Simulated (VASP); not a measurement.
# Bi (Im-3m) in VASP: notebook

The runs below take Bi through single point, relaxation of cell and atoms, with LDA, RPBE+D3(BJ), PBE-based screened hybrid with 25 % exact exchange.

Everything below comes from runs of VASP 6.6.1. Logs are shortened: lines on timing, memory, paths and dates and some standing lists are left out, and cuts for length are marked.

**1. The cell of the first run**

It takes space group Im-3m (No. 229, cubic). Conventional cell: a = 3.798 Å, b = 3.798 Å, c = 3.798 Å, α = 90.00°, β = 90.00°, γ = 90.00°. Within 4.3 Å of Bi (site symmetry m-3m) lie 14 Bi at 3.29 to 3.80 Å.

This isn't the form of Bi at room conditions, which is rhombohedral.

**2. Single point, LDA (27.38 Å³/atom)**

INCAR

```
PREC = Accurate
ENCUT = 500
EDIFF = 1E-6
ISMEAR = 1
SIGMA = 0.05
LREAL = False
LASPH = True
NELM = 120
ALGO = Normal
ISIF = 2
LWAVE = False
LCHARG = True
GGA = CA
LELF = True
LVHAR = True
NBANDS = 14
GGA_COMPAT = False
```

KPOINTS

```
Automatic mesh
0
Gamma
  9 9 9
```

POSCAR

```
Bi
1.0
   -1.8987731200      1.8987731200      1.8987731200
    1.8987731200     -1.8987731200      1.8987731200
    1.8987731200      1.8987731200     -1.8987731200
Bi
1
Direct
    0.0000000000      0.0000000000      0.0000000000
```

Potentials or basis: VASP PAW LDA potentials, release 64 (Bi_d).

The run is started by

```console
> cat potpaw_LDA.64/Bi_d/POTCAR > POTCAR
> mpirun -np 1 vasp_std > vasp.out
```

OUTCAR:

```text
PREC = Accurate
   ENCUT = 500
   EDIFF = 1E-6
   ISMEAR = 1
   LREAL = False
   LASPH = True
   NELM = 120
   ISIF = 2
   GGA = CA

 ion  position               nearest neighbor table
   1  0.000  0.000  0.000-

  LATTYP: Found a body centered cubic cell.
 ALAT       =     3.7975462400

  Lattice vectors:

 A1 = (  -1.8987731200,   1.8987731200,   1.8987731200)
 A2 = (   1.8987731200,  -1.8987731200,   1.8987731200)
 A3 = (   1.8987731200,   1.8987731200,  -1.8987731200)

Analysis of symmetry for initial positions (statically):
=====================================================================
 Subroutine PRICEL returns:
 Original cell was already a primitive cell.

 Routine SETGRP: Setting up the symmetry group for a
 body centered cubic supercell.

 Subroutine GETGRP returns: Found 48 space group operations
 (whereof 48 operations were pure point group operations)
 out of a pool of 48 trial point group operations.

The static configuration has the point symmetry O_h .

Analysis of symmetry for dynamics (positions and initial velocities):
=====================================================================
 Subroutine PRICEL returns:
 Original cell was already a primitive cell.

 Routine SETGRP: Setting up the symmetry group for a
 body centered cubic supercell.

 Subroutine GETGRP returns: Found 48 space group operations
 (whereof 48 operations were pure point group operations)
 out of a pool of 48 trial point group operations.

The dynamic configuration has the point symmetry O_h .

 Subroutine INISYM returns: Found 48 space group operations
 (whereof 48 operations are pure point group operations),
 and found     1 'primitive' translations

----------------------------------------------------------------------------------------

                                     Primitive cell

  volume of cell :      27.3829

  direct lattice vectors                    reciprocal lattice vectors
    -1.898773120  1.898773120  1.898773120     0.000000000  0.263327933  0.263327933
     1.898773120 -1.898773120  1.898773120     0.263327933  0.000000000  0.263327933
     1.898773120  1.898773120 -1.898773120     0.263327933  0.263327933  0.000000000

  length of vectors
     3.288771516  3.288771516  3.288771516     0.372401934  0.372401934  0.372401934

  position of ions in fractional coordinates (direct lattice)
     0.000000000  0.000000000  0.000000000

  ion indices of the primitive-cell ions
   primitive index   ion index
                 1           1

----------------------------------------------------------------------------------------

 KPOINTS: Automatic mesh

Automatic generation of k-mesh.
 Grid dimensions read from file:
 generate k-points for:    9    9    9

 Generating k-lattice:

  Cartesian coordinates                     Fractional coordinates (reciprocal lattice)
     0.000000000  0.029258659  0.029258659     0.111111111  0.000000000  0.000000000
     0.029258659  0.000000000  0.029258659     0.000000000  0.111111111  0.000000000
     0.029258659  0.029258659  0.000000000     0.000000000  0.000000000  0.111111111

  Length of vectors
     0.041377993  0.041377993  0.041377993

  Shift w.r.t. Gamma in fractional coordinates (k-lattice)
     0.000000000  0.000000000  0.000000000

 Subroutine IBZKPT returns following result:
 ===========================================

 Found     35 irreducible k-points:

 Following reciprocal coordinates:
            Coordinates               Weight
  0.000000  0.000000  0.000000      1.000000
  0.111111  0.000000  0.000000     12.000000
  0.222222  0.000000  0.000000     12.000000
  0.333333  0.000000  0.000000     12.000000
  0.444444  0.000000  0.000000     12.000000
  0.111111  0.111111  0.000000     24.000000
[... 16 lines left out ...]
 -0.333333  0.444444  0.111111     48.000000
 -0.444444 -0.444444  0.111111     24.000000
 [... further k-points ...]
   k-points           NKPTS =     35   k-points in BZ     NKDIM =     35   number of bands    NBANDS=     14
   number of dos      NEDOS =    301   number of ions     NIONS =      1
   total plane-waves  NPLWV =  13824
   dimension x,y,z NGX =    24 NGY =   24 NGZ =   24
   dimension x,y,z NGXF=    48 NGYF=   48 NGZF=   48
   ions per type =               1
   NGX,Y,Z   is equivalent  to a cutoff of  12.13, 12.13, 12.13 a.u.
   NGXF,Y,Z  is equivalent  to a cutoff of  24.26, 24.26, 24.26 a.u.
 SYSTEM =  unknown system
   PREC   = accura    normal or accurate (medium, high low for compatibility)
   ISTART =      0    job   : 0-new  1-cont  2-samecut
   ICHARG =      2    charge: 1-file 2-atom 10-const
   ISPIN  =      1    spin polarized calculation?
   LNONCOLLINEAR =      F non collinear calculations
   LSORBIT =      F    spin-orbit coupling
   LASPH  =      T    aspherical Exc in radial PAW
   ENCUT  =  500.0 eV  36.75 Ry    6.06 a.u.   6.00  6.00  6.00*2*pi/ulx,y,z
   NELM   =    120;   NELMIN=  2; NELMDL= -5     # of ELM steps
   EDIFF  = 0.1E-05   stopping-criterion for ELM
   LREAL  =      F    real-space projection
   EDIFFG = 0.1E-04   stopping-criterion for IOM
   NSW    =      0    number of steps for IOM
   IBRION =     -1    ionic relax: 0-MD 1-quasi-New 2-CG
   NFREE  =      0    steps in history (QN), initial steepest desc. (CG)
   ISIF   =      2    stress and relaxation
   ISYM   =      2    0-nonsym 1-usesym 2-fastsym
   POTIM  = 0.5000    time-step for ionic-motion
   TEBEG  =    0.0;   TEEND  =   0.0 temperature during run
   PSTRESS=    0.0 pullay stress
   NELECT =      15.0000    total number of electrons
   NUPDOWN=      -1.0000    fix difference up-down
   EMIN   =  10.00;   EMAX   =-10.00  energy-range for DOS
   EFERMI =   0.00;   METHOD = LEGACY
   ISMEAR =     1;   SIGMA  =   0.05  broadening in eV -4-tet -1-fermi 0-gaus
   EFERMI_NEDOS =   21; number of points for ismear=-14 and -15
   IALGO  =     38    algorithm
   IMIX   =      4    mixing-type and parameters
     AMIX     =   0.40;   BMIX     =  1.00
     AMIX_MAG =   1.60;   BMIX_MAG =  1.00
  volume/ion in A,a.u.               =      27.38       184.79
  Fermi-wavevector in a.u.,A,eV,Ry     =   1.339509  2.531304 24.412707  1.794283
  Thomas-Fermi vector in A             =   2.467895
   LORBIT       =      0    0 simple, 1 ext, 2 COOP (PROOUT), +10 PAW based schemes
   GGA     = CA    functional components
   LHFCALC =     F    Hartree Fock is set to
   AEXX    =    0.0000 exact exchange contribution
   IVDW    =     0    specifies the selected vdW correction
   LEPSILON=     F    determine dielectric tensor
   LRPA    =     F    only Hartree local field effects (RPA)
 non-spin polarized calculation
 Methfessel and Paxton  Order N= 1 SIGMA  =   0.05
  energy-cutoff  :      500.00
  volume of cell :       27.38
 maximum number of plane-waves:       712
   NGX = 11   NGY = 11   NGZ = 11

 number of electron      15.0000006 magnetization

 Free energy of the ion-electron system (eV)
  ---------------------------------------------------
  ext. energy  EPLUGINS =         0.00000000
  ---------------------------------------------------
  free energy    TOTEN  =        -4.44790133 eV

  energy without entropy =       -4.44767126  energy(sigma->0) =       -4.44782464

 E-fermi :   9.5482     XC(G=0): -11.1525

 val. band max:        9.5289318789   @ k =   0.3333   0.2222   0.1111
 cond. band min:       9.5839502868   @ k =   0.2222   0.0000   0.0000
 fundamental gap:      0.0550184079
 Fermi energy:         9.5482268973

 k-point     1 :       0.0000    0.0000    0.0000
  band No.  band energies     occupation
      1     -13.7305      2.00000
      2     -13.7305      2.00000
      3     -13.7305      2.00000
      4     -13.5329      2.00000
      5     -13.5329      2.00000
      6      -5.1226      2.00000
      7      15.4102      0.00000
      8      15.4102      0.00000
      9      15.4102      0.00000
     10      19.8968      0.00000
     11      19.8968      0.00000
     12      19.8968      0.00000
     13      20.4022      0.00000
     14      21.9707      0.00000

 k-point     2 :       0.1111    0.0000    0.0000
  band No.  band energies     occupation
      1     -13.7380      2.00000
      2     -13.7192      2.00000
      3     -13.6939      2.00000
      4     -13.5413      2.00000
      5     -13.5340      2.00000
      6      -4.8609      2.00000
      7      13.1623      0.00000
      8      14.6226      0.00000
      9      15.1189      0.00000
     10      18.5317      0.00000
     11      19.2123      0.00000
     12      19.7196      0.00000
     13      21.5971      0.00000
     14      23.0163      0.00000

 k-point     3 :       0.2222    0.0000    0.0000
  band No.  band energies     occupation
      1     -13.7569      2.00000
      2     -13.6983      2.00000
      3     -13.6001      2.00000
      4     -13.5569      2.00000
      5     -13.5369      2.00000
      6      -4.0856      2.00000
      7       9.5840      0.07035
      8      13.1675      0.00000
      9      14.3857      0.00000
     10      17.1959      0.00000
     11      18.3268      0.00000
     12      20.0728      0.00000
     13      22.2843      0.00000
     14      25.1816      0.00000

 k-point     4 :       0.3333    0.0000    0.0000
  band No.  band energies     occupation
      1     -13.7784      2.00000
      2     -13.6945      2.00000
      3     -13.5572      2.00000
      4     -13.5400      2.00000
      5     -13.4909      2.00000
      6      -2.8650      2.00000
      7       6.2893      2.00000
      8      11.9315      0.00000
      9      13.6375      0.00000
     10      16.3653      0.00000
     11      17.7129      0.00000
     12      21.1356      0.00000
     13      22.8480      0.00000
     14      27.4682      0.00000

 k-point     5 :       0.4444    0.0000    0.0000
  band No.  band energies     occupation
      1     -13.7924      2.00000
      2     -13.7045      2.00000
      3     -13.5464      2.00000
      4     -13.5420      2.00000
      5     -13.4184      2.00000
      6      -1.5675      2.00000
      7       3.9184      2.00000
      8      11.2510      0.00000
      9      13.2011      0.00000
     10      15.9726      0.00000
     11      17.4069      0.00000
[... 276 lines left out ...]
 k-point    22 :      -0.4444    0.4444    0.1111
  band No.  band energies     occupation
      1     -13.7524      2.00000
      2     -13.6900      2.00000
      3     -13.5686      2.00000
      4     -13.5527      2.00000
      5     -13.4220      2.00000
      6      -1.3505      2.00000
      7       4.1969      2.00000
      8      10.5149     -0.00000
      9      12.0456      0.00000
     10      17.3933      0.00000
     11      18.4814      0.00000
     12      19.7707      0.00000
     13      21.8102      0.00000
     14      28.4083      0.00000

 k-point    23 :      -0.3333    0.4444    0.1111
  band No.  band energies     occupation
      1     -13.7151      2.00000
      2     -13.6633      2.00000
      3     -13.5872      2.00000
      4     -13.5601      2.00000
      5     -13.4585      2.00000
      6      -1.5712      2.00000
      7       5.5104      2.00000
      8       8.7827      2.00000
      9      12.5201      0.00000
     10      17.0056      0.00000
     11      18.1131      0.00000
     12      21.4228      0.00000
     13      21.6932      0.00000
     14      25.6156      0.00000

 k-point    24 :      -0.4444   -0.4444    0.1111
  band No.  band energies     occupation
      1     -13.7194      2.00000
      2     -13.6695      2.00000
      3     -13.5971      2.00000
      4     -13.5433      2.00000
      5     -13.4289      2.00000
      6      -0.7941      2.00000
      7       4.3249      2.00000
      8       8.3753      2.00000
      9      12.4169      0.00000
     10      17.2826      0.00000
     11      18.7892      0.00000
     12      19.7028      0.00000
     13      21.5036      0.00000
     14      27.9898      0.00000

 [... further k-points ...]

------------------------ aborting loop because EDIFF is reached ----------------------------------------

  FORCE on cell =-STRESS in cart. coord.  units (eV):
  Direction    XX          YY          ZZ          XY          YZ          ZX
  --------------------------------------------------------------------------------------
  -------------------------------------------------------------------------------------
  Total        0.8238104      0.8238104      0.8238104      0.0000000     -0.0000000     -0.0000000
  in kB       48.2012847     48.2012847     48.2012847      0.0000000     -0.0000000     -0.0000000
  external PRESSURE =      48.2012847 kB  Pullay stress =       0.0000000 kB

 VOLUME and BASIS-vectors are now :
 -----------------------------------------------------------------------------
  energy-cutoff  :      500.00
  volume of cell :       27.38
      direct lattice vectors                 reciprocal lattice vectors
    -1.898773120  1.898773120  1.898773120     0.000000000  0.263327933  0.263327933
     1.898773120 -1.898773120  1.898773120     0.263327933  0.000000000  0.263327933
     1.898773120  1.898773120 -1.898773120     0.263327933  0.263327933  0.000000000

 POSITION                                       TOTAL-FORCE (eV/Angst)
 -----------------------------------------------------------------------------------
      0.00000      0.00000      0.00000        -0.000000      0.000000      0.000000
 -----------------------------------------------------------------------------------
    total drift:                               -0.000000      0.000000      0.000000

  FREE ENERGIE OF THE ION-ELECTRON SYSTEM (eV)
  ---------------------------------------------------
  free  energy   TOTEN  =        -4.4479013260 eV

  energy  without entropy=       -4.4476712587  energy(sigma->0) =       -4.44782464
```

It took 5.2 s on 1 thread of Intel Xeon Platinum 8488C (Sapphire Rapids), shared host; peak memory 0.12 GiB.

What came out:

| Property | Result |
| --- | --- |
| Free energy | -4.4479 eV |
| Pressure | 4.8 GPa |
| Band gap on the k mesh | zero (an odd number of electrons rules out a gap without spin polarisation) |

Levels at points of the mesh, in eV from the Fermi level:
| k point | band 4 | band 5 | band 6 | band 7 | band 8 | band 9 | band 10 | band 11 |
| --- | --- | --- | --- | --- | --- | --- | --- | --- |
| (0.00, 0.00, 0.00) | -23.08 | -23.08 | -14.67 | 5.86 | 5.86 | 5.86 | 10.35 | 10.35 |

Caveat: the cell stands under pressure; spin-orbit coupling is left out, which moves the levels of the heavy elements.

[end of part 1 of 2]
